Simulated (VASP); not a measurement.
Set up this calculation in VASP 6.6.1, as the native input.

* Task: single point
* Functional: PBE
* Potentials or basis: VASP PAW PBE potentials, release 64 (Fe_sv, O)
* Cutoff: 600 eV
* k mesh: 11 × 11 × 11
* Occupations: gaussian, width 0.022 eV
* Spin: collinear spin, ferromagnetic start
* Starting moments: [3.0, 0.0] μB
* Dipole correction: no
* Second run: valence_matched
* Further INCAR settings: ALGO = Normal; EDIFF = 1e-06; NBANDS = 22

The structure of FeO (Wuestite) lies in POSCAR:

```
FeO
1.0
    0.0000000000      2.1554000000      2.1554000000
    2.1554000000      0.0000000000      2.1554000000
    2.1554000000      2.1554000000      0.0000000000
Fe O
1 1
Direct
    0.0000000000      0.0000000000      0.0000000000
    0.5000000000      0.5000000000      0.5000000000
```

One way to write it, as run:

INCAR

```
SYSTEM = FeO
PREC = Accurate
ENCUT = 600
EDIFF = 1E-6
ISMEAR = 0
SIGMA = 0.022
LREAL = .False.
LASPH = .True.
NELM = 200
ALGO = Normal
ISIF = 2
LWAVE = .False.
LCHARG = .True.
ISPIN = 2
MAGMOM = 3 0
LORBIT = 11
LMAXMIX = 4
GGA = PE
LELF = .True.
LVHAR = .True.
NBANDS = 22
GGA_COMPAT = .False.
```

KPOINTS

```
Automatic mesh
0
Gamma
  11 11 11
  0 0 0
```

Potentials or basis: VASP PAW PBE potentials, release 64 (Fe_sv, O).

Run with:

```bash
$ cat potpaw_PBE.64/Fe_sv/POTCAR potpaw_PBE.64/O/POTCAR > POTCAR
$ mpirun -np 1 vasp_std > vasp.out
```

Results of the run:

The pressure is -2.6 GPa, the band gap on the k mesh is zero (filled and empty bands overlap) and the net moment is 4.00 μB per cell. The site moments are Fe +3.48; O +0.30 μB and the valence electrons inside the program's atomic spheres are Fe 13.61; O 4.99.

Caveat: a cell with one magnetic atom can't hold antiferromagnetic order, which such compounds often take; semilocal functionals often make such compounds metallic where correlation or magnetic order opens a gap, which also shifts bond lengths.

Wall time 20 s on 1 thread of Intel(R) Xeon(R) 6975P-C (Granite Rapids), on a shared host, peak memory 0.17 GiB.
